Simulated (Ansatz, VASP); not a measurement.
# B in VASP and in Ansatz

```
B
1.0
     0.00000    1.42819    1.42819
     1.42819    0.00000    1.42819
     1.42819    1.42819    0.00000
B
1
Cartesian
  0.0000 0.0000 0.0000
```

Alike in both runs: functional PBEsol; k mesh 23 × 23 × 23; occupations fermi-dirac, width 0.1 eV; no spin polarisation.

Ansatz relaxed the structure, and its values are those at the end. VASP's run is a single point on that final structure, the one shown.

```csv
,VASP,Ansatz
version,VASP 6.6.1,Ansatz 0.2.0
potentials or method,"VASP PAW PBE potentials, release 64 (B)","PAW with Ansatz's default frozen-core files, scalar-relativistic"
plane-wave cutoff (eV),500,420
valence electrons in the cell,3,3
```

```csv
,VASP,Ansatz,Ansatz less VASP
pressure (GPa),0.4,0.0,-0.45
```

VASP's potentials were made for PBE, not for PBEsol.
